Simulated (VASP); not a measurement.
CuI:

```
CELL_PARAMETERS angstrom
0.00000 3.01203 3.01203
3.01203 0.00000 3.01203
3.01203 3.01203 0.00000
ATOMIC_POSITIONS crystal
Cu 0.00000 0.00000 0.00000
I 0.25000 0.25000 0.25000
```

Base run:

| Property | Result |
| --- | --- |
| Program | VASP 6.6.1 |
| Functional | LDA |
| Potentials or basis | VASP PAW LDA potentials, release 64 (Cu, I) |
| Cutoff | 520 eV |
| k mesh | 8 × 8 × 8 |
| Occupations | gaussian, width 0.01 eV |
| Spin | no spin polarisation |

Its results: band gap on the k mesh 1.05 eV, direct; pressure -3.6 GPa.

Question: The run is repeated on the same cell with these changes: functional from LDA to r2SCAN; potentials or basis from VASP PAW LDA potentials, release 64 (Cu, I) to VASP PAW PBE potentials, release 64 (Cu, I). What comes out?

Answer: Band gap on the k mesh 1.67 eV, direct; pressure -0.1 GPa.

Caveats: spin-orbit coupling is left out, which moves the levels of the heavy elements; the PAW data sets were made with another functional, which shifts forces and pressure a little (some runs).

